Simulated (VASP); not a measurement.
Write the native input for VASP 6.6.1 that does the following.

```yaml
Task: single point
Functional: PBEsol
Potentials_or_basis: VASP PAW PBE potentials, release 64 (Zr_sv, C)
Cutoff: 520 eV
k_mesh: 18 × 18 × 18
Occupations: gaussian, width 0.15 eV
Spin: no spin polarisation
Dipole_correction: no
Further_INCAR_settings: ALGO = Normal; EDIFF = 1e-06; NBANDS = 15
```

The structure of ZrC lies in POSCAR:

```
ZrC
1.0
    0.0000000000      2.3149568500      2.3502100000
    2.3149568500      0.0000000000      2.3502100000
    2.3149568500      2.3149568500      0.0000000000
Zr C
1 1
Direct
    0.5000000000      0.5000000000      0.5000000000
    0.0000000000      0.0000000000      0.0000000000
```

This cell differs from its parent crystal: strain -0.015 along x and y, +0.000 along z.

These files were run (other wordings do the same):

INCAR

```
PREC = Accurate
ENCUT = 520
EDIFF = 1E-6
ISMEAR = 0
SIGMA = 0.15
LREAL = False
LASPH = True
NELM = 80
ALGO = Normal
ISIF = 2
LWAVE = False
LCHARG = False
GGA = PS
NBANDS = 15
```

KPOINTS

```
regular mesh
0
Gamma
  18 18 18
```

Potentials or basis: VASP PAW PBE potentials, release 64 (Zr_sv, C).

Command:

```console
$ cat potpaw_PBE.64/Zr_sv/POTCAR potpaw_PBE.64/C/POTCAR > POTCAR
$ mpirun -np 1 vasp_std > vasp.out
```

Results of the run:

```
Pressure               : 2.9 GPa
Band gap on the k mesh : zero (band 8 reaches 10.83 eV, above the bottom of band 9 at 9.45 eV)
```

Caveat: the cell differs from its parent crystal (strain -0.015 along x and y, +0.000 along z); the PAW data sets were made with another functional, which shifts forces and pressure a little.

Wall time 68 s on 1 thread of Intel(R) Xeon(R) 6975P-C (Granite Rapids), with other jobs on the host, peak memory 0.3 GiB.
